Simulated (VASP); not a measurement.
A run of VASP 6.6.1 is set up as follows.

Contents of POSCAR:

```
I
1.0
    0.0000000000      2.3656004428      3.9098401324
    2.1922454667      0.0000000000      3.9098401324
    2.1922454667      2.3656004428      0.0000000000
I
1
Direct
    0.0000000000      0.0000000000      0.0000000000
```

The input INCAR.step1:

```
SYSTEM = I
PREC = Accurate ; ENCUT = 520
EDIFF = 1E-5 ; ISMEAR = -1
SIGMA = 0.05 ; LREAL = .FALSE.
LASPH = .TRUE. ; NELM = 60
ALGO = Normal ; ISIF = 2
LWAVE = .TRUE. ; LCHARG = .FALSE.
NBANDS = 10 ; GGA = PE
```

INCAR.step2

```
SYSTEM = I
PREC = Accurate ; ENCUT = 520
EDIFF = 1E-6 ; ISMEAR = -1
SIGMA = 0.05 ; LREAL = .FALSE.
LASPH = .TRUE. ; NELM = 60
ALGO = Normal ; ISIF = 2
LWAVE = .FALSE. ; LCHARG = .FALSE.
GGA = PE ; LHFCALC = .TRUE.
HFSCREEN = 0.2079 ; PRECFOCK = Normal
NBANDS = 10 ; ISTART = 1
```

Contents of KPOINTS:

```
Automatic mesh
0
G
  6 6 6
  0 0 0
```

Potentials or basis: VASP PAW PBE potentials, release 64 (I).

Command:

```bash
$ cat potpaw_PBE.64/I/POTCAR > POTCAR
$ cp INCAR.step1 INCAR
$ mpirun -np 1 vasp_std > vasp.out
$ cp INCAR.step2 INCAR
$ mpirun -np 1 vasp_std > vasp.out
```

Q: Predict the band gap on the k mesh.

A: Zero (an odd number of electrons rules out a gap without spin polarisation).

Q: Estimate the pressure.

A: -0.7 GPa.

Stress tensor (GPa, compression positive):
```
-1.16  0.00  0.00
 0.00 -1.46  0.00
 0.00  0.00  0.63
```

Caveat: the PAW data sets were made with another functional, which shifts forces and pressure a little; spin-orbit coupling is left out, which moves the levels of the heavy elements; an odd number of electrons without spin polarisation forces a metal; a magnetic or distorted state may lie lower.
